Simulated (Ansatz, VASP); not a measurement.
## Two plane-wave programs on ZrPb2O5

```
CELL_PARAMETERS angstrom
5.41874 0.00000 0.00000
-2.70937 4.69277 0.00000
0.00000 0.00000 5.36248
ATOMIC_POSITIONS crystal
Zr 0.00000 0.00000 0.50000
Pb 0.33333 0.66667 0.50000
Pb 0.66667 0.33333 0.50000
O 0.00000 0.00000 0.89350
O 0.00000 0.00000 0.10650
O 0.50000 0.00000 0.00000
O 0.00000 0.50000 0.00000
O 0.50000 0.50000 0.00000
```

Alike in both runs: task relaxation of cell and atoms; functional PBE; k mesh 3 × 3 × 2; occupations gaussian, width 0.15 eV; no spin polarisation.

|  | VASP | Ansatz |
| --- | --- | --- |
| version | VASP 6.6.1 | Ansatz 0.2.0 |
| potentials or method | VASP PAW PBE potentials, release 64 (Zr_sv, Pb_d, O), cutoff 600 eV | scalar-relativistic, plane waves, PAW |
| valence electrons in the cell | 70 | 70 |

Ansatz gave:

```
gap on the k mesh at the Fermi level, each at its own relaxed structure (eV) : none
relaxed volume (Å³/atom)                                                     : 18.12
relaxed cell length with the largest relative difference (Å)                 : 4.876
```

Task: Which values does VASP return?

Result: gap on the k mesh at the Fermi level, each at its own relaxed structure (eV): none; relaxed volume (Å³/atom): 18.11; relaxed cell length with the largest relative difference (Å): 4.885.

A gap of «none» marks a metal or a gap that the smearing closes.

The k mesh is coarse, so the values compare programs but aren't converged. Spin-orbit coupling is off throughout. Noted on VASP's run: the standard files for N, O and F lose accuracy on very short bonds.
